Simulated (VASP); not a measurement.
Input of a VASP 6.6.1 run:

INCAR

```
SYSTEM = Au
ALGO = Normal
EDIFF = 1E-6
ENCUT = 520
GGA = PE
ISIF = 2
ISMEAR = -1
LASPH = .TRUE.
LCHARG = .TRUE.
LELF = .TRUE.
LREAL = .FALSE.
LVHAR = .TRUE.
LWAVE = .FALSE.
NBANDS = 18
NELM = 80
PREC = Accurate
SIGMA = 0.03
```

Contents of KPOINTS:

```
k-points
0
G
  14 14 8
  0 0 0
```

POSCAR

```
Au
1.0
    2.8805347474      0.0000000000      0.0000000000
   -1.4402673737      2.4946162678      0.0000000000
    0.0000000000      0.0000000000      4.8472473353
Au
2
Direct
    0.3333333333      0.6666666667      0.7500000000
    0.6666666667      0.3333333333      0.2500000000
```

Potentials or basis: VASP PAW PBE potentials, release 64 (Au).

Run with:

```console
$ cat potpaw_PBE.64/Au/POTCAR > POTCAR
$ mpirun -np 1 vasp_std > vasp.out
```

(1) Predict the band gap on the k mesh.

(2) Estimate the pressure.

Results:

(1) zero (band 11 reaches 12.96 eV, above the bottom of band 12 at 6.49 eV).

(2) 4.9 GPa.

Caveat: spin-orbit coupling is left out, which moves the levels of the heavy elements.
